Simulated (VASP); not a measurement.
Wanted: the native input for a VASP 6.6.1 run.

| Quantity | Value |
| --- | --- |
| Task | single point |
| Functional | r2SCAN |
| Potentials or basis | VASP PAW PBE potentials, release 64 (Bi_d) |
| Cutoff | 520 eV |
| k mesh | 11 × 11 × 11 |
| Occupations | fermi-dirac, width 0.1 eV |
| Spin | no spin polarisation |
| Dipole correction | no |
| Further INCAR settings | ALGO = Normal; EDIFF = 1e-06; NBANDS = 14 |

Bi:

```
Bi
1.0
     3.16303    0.00000    0.00000
     0.00000    3.16303    0.00000
     0.00000    0.00000    3.16303
Bi
1
Direct
  0.00000 0.00000 0.00000
```

This isn't the form of Bi at room conditions, which is rhombohedral.

The input as run:

POSCAR

```
Bi
1.0
    3.1630303170      0.0000000000      0.0000000000
    0.0000000000      3.1630303170      0.0000000000
    0.0000000000      0.0000000000      3.1630303170
Bi
1
Direct
    0.0000000000      0.0000000000      0.0000000000
```

INCAR.step1

```
SYSTEM = Bi
  PREC = Accurate
  ENCUT = 520
  ISMEAR = -1
  SIGMA = 0.1
  LREAL = .False.
  LASPH = .True.
  NELM = 100
  NBANDS = 14
  GGA = PE
  ALGO = Normal
  EDIFF = 1E-4
  LWAVE = .True.
  LCHARG = .False.
```

INCAR.step2

```
SYSTEM = Bi
  PREC = Accurate
  ENCUT = 520
  EDIFF = 1E-6
  ISMEAR = -1
  SIGMA = 0.1
  LREAL = .False.
  LASPH = .True.
  NELM = 100
  ALGO = Normal
  ISIF = 2
  LWAVE = .False.
  LCHARG = .True.
  METAGGA = R2SCAN
  LMIXTAU = .True.
  LELF = .True.
  LVHAR = .True.
  NBANDS = 14
  ISTART = 1
```

KPOINTS

```
regular mesh
0
Gamma
  11 11 11
  0 0 0
```

Potentials or basis: VASP PAW PBE potentials, release 64 (Bi_d).

The run is started by

```console
$ cat potpaw_PBE.64/Bi_d/POTCAR > POTCAR
$ cp INCAR.step1 INCAR
$ mpirun -np 1 vasp_std > vasp.out
$ cp INCAR.step2 INCAR
$ mpirun -np 1 vasp_std > vasp.out
```

It gave:

```
Pressure               : 5.4 GPa
Band gap on the k mesh : zero (an odd number of electrons rules out a gap without spin polarisation)
```

Caveat: the cell stands under pressure; the PAW data sets were made with another functional, which shifts forces and pressure a little; spin-orbit coupling is left out, which moves the levels of the heavy elements.

Wall time 45 s on 1 thread of Intel(R) Xeon(R) 6975P-C (Granite Rapids), with other jobs on the host, peak memory 0.15 GiB.
